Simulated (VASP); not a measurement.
Here is a VASP 6.6.1 calculation.

The input POSCAR:

```
ZrN
1.0
    0.0000000000      2.2842300000      2.2842300000
    2.2842300000      0.0000000000      2.2842300000
    2.2842300000      2.2842300000      0.0000000000
Zr N
1 1
Direct
    0.0000000000      0.0000000000      0.0000000000
    0.5000000000      0.5000000000      0.5000000000
```

INCAR.step1

```
  PREC = Accurate
  ENCUT = 580
  ISMEAR = -1
  SIGMA = 0.01
  LREAL = F
  LASPH = T
  NELM = 120
  NBANDS = 16
  GGA = PE
  ALGO = Normal
  EDIFF = 1E-5
  LWAVE = T
  LCHARG = F
  GGA_COMPAT = F
```

File INCAR.step2:

```
  PREC = Accurate
  ENCUT = 580
  EDIFF = 1E-8
  ISMEAR = -1
  SIGMA = 0.01
  LREAL = F
  LASPH = T
  NELM = 120
  ALGO = Normal
  ISIF = 2
  LWAVE = F
  LCHARG = F
  METAGGA = R2SCAN
  LMIXTAU = T
  LEFG = T
  NBANDS = 16
  ISTART = 1
  GGA_COMPAT = F
```

KPOINTS

```
Automatic mesh
0
Gamma
  9 9 9
```

Potentials or basis: VASP PAW PBE potentials, release 64 (Zr_sv, N).

Command:

```sh
$ cat potpaw_PBE.64/Zr_sv/POTCAR potpaw_PBE.64/N/POTCAR > POTCAR
$ cp INCAR.step1 INCAR
$ mpirun -np 1 vasp_std > vasp.out
$ cp INCAR.step2 INCAR
$ mpirun -np 1 vasp_std > vasp.out
```

Predict the pressure.

3.5 GPa.

Predict the band gap on the k mesh.

zero (an odd number of electrons rules out a gap without spin polarisation).

Caveat: the cell stands under pressure; the PAW data sets were made with another functional, which shifts forces and pressure a little.
